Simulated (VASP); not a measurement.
La2O3:

```
La O
1.0
     3.93078    0.00000    0.00000
    -1.96539    3.40415    0.00000
     0.00000    0.00000    6.11195
La O
2 3
Direct
  0.33333 0.66667 0.24624
  0.66667 0.33333 0.75376
  0.00000 0.00000 0.00000
  0.33333 0.66667 0.64589
  0.66667 0.33333 0.35411
```

| Property | Result |
| --- | --- |
| Program | VASP 6.6.1 |
| Task | relaxation of cell and atoms |
| Functional | LDA |
| Potentials or basis | VASP PAW LDA potentials, release 64 (La, O) |
| Cutoff | 600 eV |
| k mesh | 6 × 6 × 4 |
| Occupations | fermi-dirac, width 0.05 eV |
| Spin | no spin polarisation |

At the start: pressure -6.5 GPa; volume 16.36 Å³/atom.

Task: Where does the relaxation end?

Result: Over 12 steps the energy falls by 17.1 meV/atom and the volume is 15.51 Å³/atom (-5.2 %); space group P-3m1 (No. 164, to 0.1 Å) before and after.

The path:
| step | energy change (eV) | largest force (eV/Å) | pressure (GPa) | volume (Å³) |
| --- | --- | --- | --- | --- |
| 1 | 0.0000 | 0.1616 | -6.50 | 81.78 |
| 2 | 0.0316 | 0.8522 | 8.90 | 74.18 |
| 3 | -0.0777 | 0.2706 | -0.20 | 78.18 |
| 4 | -0.0777 | 0.2800 | -0.06 | 78.11 |
| 5 | -0.0834 | 0.0457 | 0.04 | 77.78 |
| 6 | -0.0837 | 0.0440 | 0.08 | 77.67 |
| 7 | -0.0847 | 0.0492 | -0.10 | 77.70 |
| 8 | -0.0850 | 0.0537 | -0.23 | 77.73 |
| 9 | -0.0852 | 0.0518 | 0.28 | 77.46 |
| 10 | -0.0853 | 0.0367 | 0.11 | 77.54 |
| 11 | -0.0855 | 0.0119 | 0.04 | 77.54 |
| 12 | -0.0855 | 0.0045 | 0.02 | 77.55 |

Final structure:
```
La O
1.0
     3.88149    0.00000    0.00000
    -1.94074    3.36147    0.00000
     0.00000    0.00000    5.94335
La O
2 3
Direct
  0.33333 0.66667 0.24374
  0.66667 0.33333 0.75626
  0.00000 0.00000 0.00000
  0.33333 0.66667 0.64665
  0.66667 0.33333 0.35335
```
